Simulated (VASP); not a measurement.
Input of a VASP 6.6.1 run:

Contents of INCAR:

```
  PREC = Accurate
  ENCUT = 520
  EDIFF = 1E-6
  ISMEAR = 0
  SIGMA = 0.1
  LREAL = F
  LASPH = T
  NELM = 100
  ALGO = Normal
  ISIF = 2
  LWAVE = F
  LCHARG = F
  GGA = PE
  NBANDS = 24
```

The input KPOINTS:

```
regular mesh
0
Gamma
  8 8 8
```

POSCAR

```
Al3NiSn
1.0
    4.5871319660      0.0000000000      0.0000000000
    0.0000000000      4.5871319660      0.0000000000
    0.0000000000      0.0000000000      4.5871319660
Al Ni Sn
3 1 1
Direct
    0.5000000000      0.0000000000      0.0000000000
    0.0000000000      0.5000000000      0.0000000000
    0.0000000000      0.0000000000      0.5000000000
    0.0000000000      0.0000000000      0.0000000000
    0.5000000000      0.5000000000      0.5000000000
```

Potentials or basis: VASP PAW PBE potentials, release 64 (Al, Ni, Sn_d).

Launch:

```bash
$ cat potpaw_PBE.64/Al/POTCAR potpaw_PBE.64/Ni/POTCAR potpaw_PBE.64/Sn_d/POTCAR > POTCAR
$ mpirun -np 1 vasp_std > vasp.out
```

Problem. Estimate the pressure.

Solution. -0.1 GPa.

Caveat: spin-orbit coupling is left out, which moves the levels of the heavy elements. Spin polarisation is off, so any magnetic state and its effect on volume and gap are missing.
